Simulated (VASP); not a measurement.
# Mo (Pm-3m) in VASP: further runs

Mo is run at these levels: PBE; tasks: single point.

Everything below comes from runs of VASP 6.6.1. Logs are shortened: lines on timing, memory, paths and dates and some standing lists are left out, and cuts for length are marked.

## Step 1: The cell of the first run

Symmetry: Pm-3m, No. 221, cubic system. The conventional cell has a = 2.133 Å, b = 2.133 Å, c = 2.133 Å, α = 90.00°, β = 90.00°, γ = 90.00°. Within 2.8 Å of Mo (site symmetry m-3m) lie 6 Mo at 2.13 Å.

## Step 2: Single point, PBE (volume scaled by 0.55)

INCAR reads:

```
SYSTEM = Mo
ALGO = Normal ; EDIFF = 1E-7
ENCUT = 520 ; GGA = PE
ISIF = 2 ; ISMEAR = -1
LASPH = .True. ; LCHARG = .False.
LREAL = .False. ; LWAVE = .False.
NBANDS = 13 ; NELM = 100
PREC = Accurate ; SIGMA = 0.08
```

KPOINTS reads:

```
k-points
0
Gamma
  16 16 16
  0 0 0
```

POSCAR reads:

```
Mo
1.0
    2.1331656773      0.0000000000      0.0000000000
    0.0000000000      2.1331656773      0.0000000000
    0.0000000000      0.0000000000      2.1331656773
Mo
1
Direct
    0.0000000000      0.0000000000      0.0000000000
```

Potentials or basis: VASP PAW PBE potentials, release 64 (Mo_sv).

Run with:

```bash
cat potpaw_PBE.64/Mo_sv/POTCAR > POTCAR
mpirun -np 1 vasp_std > vasp.out
```

OUTCAR:

```text
SYSTEM = Mo
   EDIFF = 1E-7
   ENCUT = 520
   GGA = PE
   ISIF = 2
   ISMEAR = -1
   LASPH = .True.
   LREAL = .False.
   NELM = 100
   PREC = Accurate

 ion  position               nearest neighbor table
   1  0.000  0.000  0.000-

  LATTYP: Found a simple cubic cell.
 ALAT       =     2.1331656773

  Lattice vectors:

 A1 = (   2.1331656773,   0.0000000000,   0.0000000000)
 A2 = (   0.0000000000,   2.1331656773,   0.0000000000)
 A3 = (   0.0000000000,   0.0000000000,   2.1331656773)

Analysis of symmetry for initial positions (statically):
=====================================================================
 Subroutine PRICEL returns:
 Original cell was already a primitive cell.

 Routine SETGRP: Setting up the symmetry group for a
 simple cubic supercell.

 Subroutine GETGRP returns: Found 48 space group operations
 (whereof 48 operations were pure point group operations)
 out of a pool of 48 trial point group operations.

The static configuration has the point symmetry O_h .

Analysis of symmetry for dynamics (positions and initial velocities):
=====================================================================
 Subroutine PRICEL returns:
 Original cell was already a primitive cell.

 Routine SETGRP: Setting up the symmetry group for a
 simple cubic supercell.

 Subroutine GETGRP returns: Found 48 space group operations
 (whereof 48 operations were pure point group operations)
 out of a pool of 48 trial point group operations.

The dynamic configuration has the point symmetry O_h .

 Subroutine INISYM returns: Found 48 space group operations
 (whereof 48 operations are pure point group operations),
 and found     1 'primitive' translations

----------------------------------------------------------------------------------------

                                     Primitive cell

  volume of cell :       9.7067

  direct lattice vectors                    reciprocal lattice vectors
     2.133165677  0.000000000  0.000000000     0.468786841  0.000000000  0.000000000
     0.000000000  2.133165677  0.000000000     0.000000000  0.468786841  0.000000000
     0.000000000  0.000000000  2.133165677     0.000000000  0.000000000  0.468786841

  length of vectors
     2.133165677  2.133165677  2.133165677     0.468786841  0.468786841  0.468786841

  position of ions in fractional coordinates (direct lattice)
     0.000000000  0.000000000  0.000000000

  ion indices of the primitive-cell ions
   primitive index   ion index
                 1           1

----------------------------------------------------------------------------------------

 KPOINTS: k-points

Automatic generation of k-mesh.
 Grid dimensions read from file:
 generate k-points for:   16   16   16

 Generating k-lattice:

  Cartesian coordinates                     Fractional coordinates (reciprocal lattice)
     0.029299178  0.000000000  0.000000000     0.062500000  0.000000000  0.000000000
     0.000000000  0.029299178  0.000000000     0.000000000  0.062500000  0.000000000
     0.000000000  0.000000000  0.029299178     0.000000000  0.000000000  0.062500000

  Length of vectors
     0.029299178  0.029299178  0.029299178

  Shift w.r.t. Gamma in fractional coordinates (k-lattice)
     0.000000000  0.000000000  0.000000000

 Subroutine IBZKPT returns following result:
 ===========================================

 Found    165 irreducible k-points:

 Following reciprocal coordinates:
            Coordinates               Weight
  0.000000  0.000000  0.000000      1.000000
  0.062500  0.000000  0.000000      6.000000
  0.125000  0.000000  0.000000      6.000000
  0.187500  0.000000  0.000000      6.000000
  0.250000  0.000000  0.000000      6.000000
  0.312500  0.000000  0.000000      6.000000
[... 16 lines left out ...]
  0.437500  0.125000  0.000000     24.000000
  0.500000  0.125000  0.000000     12.000000
 [... further k-points ...]
   k-points           NKPTS =    165   k-points in BZ     NKDIM =    165   number of bands    NBANDS=     13
   number of dos      NEDOS =    301   number of ions     NIONS =      1
   total plane-waves  NPLWV =   4096
   dimension x,y,z NGX =    16 NGY =   16 NGZ =   16
   dimension x,y,z NGXF=    32 NGYF=   32 NGZF=   32
   ions per type =               1
   NGX,Y,Z   is equivalent  to a cutoff of  12.47, 12.47, 12.47 a.u.
   NGXF,Y,Z  is equivalent  to a cutoff of  24.94, 24.94, 24.94 a.u.
 SYSTEM =  Mo
   PREC   = accura    normal or accurate (medium, high low for compatibility)
   ISTART =      0    job   : 0-new  1-cont  2-samecut
   ICHARG =      2    charge: 1-file 2-atom 10-const
   ISPIN  =      1    spin polarized calculation?
   LNONCOLLINEAR =      F non collinear calculations
   LSORBIT =      F    spin-orbit coupling
   LASPH  =      T    aspherical Exc in radial PAW
   ENCUT  =  520.0 eV  38.22 Ry    6.18 a.u.   3.97  3.97  3.97*2*pi/ulx,y,z
   NELM   =    100;   NELMIN=  2; NELMDL= -5     # of ELM steps
   EDIFF  = 0.1E-06   stopping-criterion for ELM
   LREAL  =      F    real-space projection
   EDIFFG = 0.1E-05   stopping-criterion for IOM
   NSW    =      0    number of steps for IOM
   IBRION =     -1    ionic relax: 0-MD 1-quasi-New 2-CG
   NFREE  =      0    steps in history (QN), initial steepest desc. (CG)
   ISIF   =      2    stress and relaxation
   ISYM   =      2    0-nonsym 1-usesym 2-fastsym
   POTIM  = 0.5000    time-step for ionic-motion
   TEBEG  =    0.0;   TEEND  =   0.0 temperature during run
   PSTRESS=    0.0 pullay stress
   NELECT =      14.0000    total number of electrons
   NUPDOWN=      -1.0000    fix difference up-down
   EMIN   =  10.00;   EMAX   =-10.00  energy-range for DOS
   EFERMI =   0.00;   METHOD = LEGACY
   ISMEAR =    -1;   SIGMA  =   0.08  broadening in eV -4-tet -1-fermi 0-gaus
   EFERMI_NEDOS =   21; number of points for ismear=-14 and -15
   IALGO  =     38    algorithm
   IMIX   =      4    mixing-type and parameters
     AMIX     =   0.40;   BMIX     =  1.00
     AMIX_MAG =   1.60;   BMIX_MAG =  1.00
  volume/ion in A,a.u.               =       9.71        65.50
  Fermi-wavevector in a.u.,A,eV,Ry     =   1.849664  3.495359 46.549043  3.421258
  Thomas-Fermi vector in A             =   2.900016
   LORBIT       =      0    0 simple, 1 ext, 2 COOP (PROOUT), +10 PAW based schemes
   GGA     = PE    functional components
   LHFCALC =     F    Hartree Fock is set to
   AEXX    =    0.0000 exact exchange contribution
   IVDW    =     0    specifies the selected vdW correction
   LEPSILON=     F    determine dielectric tensor
   LRPA    =     F    only Hartree local field effects (RPA)
 non-spin polarized calculation
  energy-cutoff  :      520.00
  volume of cell :        9.71
 maximum number of plane-waves:       280
 NGX is ok and might be reduce to    16
   NGX =  7   NGY =  7   NGZ =  7

 number of electron      14.0000007 magnetization

 Free energy of the ion-electron system (eV)
  ---------------------------------------------------
  ext. energy  EPLUGINS =         0.00000000
  ---------------------------------------------------
  free energy    TOTEN  =        -4.00854246 eV

  energy without entropy =       -3.99414674  energy(sigma->0) =       -4.00134460

 E-fermi :  21.6652     XC(G=0): -16.1429

 val. band max:       21.6617306892   @ k =   0.4375   0.3750   0.1250
 cond. band min:      21.7055308264   @ k =   0.5000   0.2500   0.1875
 fundamental gap:      0.0438001372
 Fermi energy:        21.6652000288

 k-point     1 :       0.0000    0.0000    0.0000
  band No.  band energies     occupation
      1     -41.5566      2.00000
      2     -11.4931      2.00000
      3     -11.4931      2.00000
      4     -11.4931      2.00000
      5      13.0065      2.00000
      6      13.0065      2.00000
      7      14.3043      2.00000
      8      29.8069      0.00000
      9      29.8069      0.00000
     10      29.8069      0.00000
     11      43.3352      0.00000
     12      43.3352      0.00000
     13      43.3352      0.00000

 k-point     2 :       0.0625    0.0000    0.0000
  band No.  band energies     occupation
      1     -41.5096      2.00000
      2     -11.8183      2.00000
      3     -11.4656      2.00000
      4     -11.4656      2.00000
      5      13.0676      2.00000
      6      13.3611      2.00000
      7      14.5768      2.00000
      8      29.3234      0.00000
      9      29.3234      0.00000
     10      29.8390      0.00000
     11      42.4595      0.00000
     12      43.8412      0.00000
     13      43.8412      0.00000

 k-point     3 :       0.1250    0.0000    0.0000
  band No.  band energies     occupation
      1     -41.3737      2.00000
      2     -12.6950      2.00000
      3     -11.3867      2.00000
      4     -11.3867      2.00000
      5      13.2453      2.00000
      6      14.0119      2.00000
      7      15.6845      2.00000
      8      28.1181      0.00000
      9      28.1181      0.00000
     10      29.9313      0.00000
     11      40.5362      0.00000
     12      45.0643      0.00000
     13      45.0643      0.00000
[... 305 lines left out ...]
 k-point    23 :       0.4375    0.1250    0.0000
  band No.  band energies     occupation
      1     -40.0405      2.00000
      2     -17.8219      2.00000
      3     -11.8609      2.00000
      4     -10.6615      2.00000
      5      15.7140      2.00000
      6      17.8366      2.00000
      7      19.3119      2.00000
      8      22.4788      0.00008
      9      26.3808      0.00000
     10      29.2420      0.00000
     11      38.1266      0.00000
     12      38.9604      0.00000
     13      47.3442      0.00000

 k-point    24 :       0.5000    0.1250    0.0000
  band No.  band energies     occupation
      1     -39.9797      2.00000
      2     -18.0356      2.00000
      3     -11.8255      2.00000
      4     -10.6311      2.00000
      5      15.8114      2.00000
      6      17.8862      2.00000
      7      19.2610      2.00000
      8      22.2729      0.00100
      9      26.4413      0.00000
     10      29.2880      0.00000
     11      38.1820      0.00000
     12      39.5629      0.00000
     13      47.9835      0.00000

 [... further k-points ...]
[... 5 lines left out ...]
  --------------------------------------------------------------------------------------
  -------------------------------------------------------------------------------------
  Total       23.7672953     23.7672953     23.7672953      0.0000000      0.0000000      0.0000000
  in kB     3922.9844104   3922.9844104   3922.9844104      0.0000000      0.0000000      0.0000000
  external PRESSURE =    3922.9844104 kB  Pullay stress =       0.0000000 kB

 VOLUME and BASIS-vectors are now :
 -----------------------------------------------------------------------------
  energy-cutoff  :      520.00
  volume of cell :        9.71
      direct lattice vectors                 reciprocal lattice vectors
     2.133165677  0.000000000  0.000000000     0.468786841  0.000000000  0.000000000
     0.000000000  2.133165677  0.000000000     0.000000000  0.468786841  0.000000000
     0.000000000  0.000000000  2.133165677     0.000000000  0.000000000  0.468786841

 POSITION                                       TOTAL-FORCE (eV/Angst)
 -----------------------------------------------------------------------------------
      0.00000      0.00000      0.00000         0.000000      0.000000      0.000000
 -----------------------------------------------------------------------------------
    total drift:                               -0.000000      0.000000      0.000000

  FREE ENERGIE OF THE ION-ELECTRON SYSTEM (eV)
  ---------------------------------------------------
  free  energy   TOTEN  =        -4.0085424601 eV

  energy  without entropy=       -3.9941467429  energy(sigma->0) =       -4.00134460
```

Run time: 3.9 s. Hardware: 1 thread of Intel Xeon 6975P-C (Granite Rapids), shared host; peak memory 0.13 GiB.

What came out:

- Free energy: -4.0085 eV
- Pressure: 392.3 GPa
- Band gap on the k mesh: zero (band 7 reaches 24.60 eV, above the bottom of band 8 at 20.05 eV)

[end of part 1 of 2]
